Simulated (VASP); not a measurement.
Here is a VASP 6.6.1 calculation.

INCAR

```
SYSTEM = Mo
PREC = Accurate
ENCUT = 600
EDIFF = 1E-7
ISMEAR = 0
SIGMA = 0.1
LREAL = .FALSE.
LASPH = .TRUE.
NELM = 100
ALGO = Normal
ISIF = 3
LWAVE = .FALSE.
LCHARG = .FALSE.
GGA = PE
IBRION = 2
NSW = 90
EDIFFG = -0.04
```

KPOINTS

```
regular mesh
0
G
  9 9 6
  0 0 0
```

File POSCAR:

```
Mo
1.0
    2.7126311043      0.0000000000      0.0000000000
   -1.3563155522      2.3492074474      0.0000000000
    0.0000000000      0.0000000000      2.5346146881
Mo
1
Direct
    0.0000000000      0.0000000000      0.0000000000
```

Potentials or basis: VASP PAW PBE potentials, release 64 (Mo_sv).

Launch:

```bash
$ cat potpaw_PBE.64/Mo_sv/POTCAR > POTCAR
$ mpirun -np 1 vasp_std > vasp.out
```

Question: What does it give for the relaxed cell?

Answer: a = 2.769 Å, b = 2.769 Å, c = 2.529 Å, α = 90.00°, β = 90.00°, γ = 120.00°.

Question: Predict the space group after relaxing (to 0.05 Å).

Answer: P6/mmm (No. 191).

Question: What does it give for the relaxed volume?

Answer: 16.80 Å³/atom.

Final structure:
```
Mo
1.0
     2.76930    0.00000    0.00000
    -1.38465    2.39829    0.00000
     0.00000    0.00000    2.52916
Mo
1
Cartesian
  0.0000 0.0000 0.0000
```

Caveat: the k points lie up to 0.41 Å⁻¹ apart in the final cell.
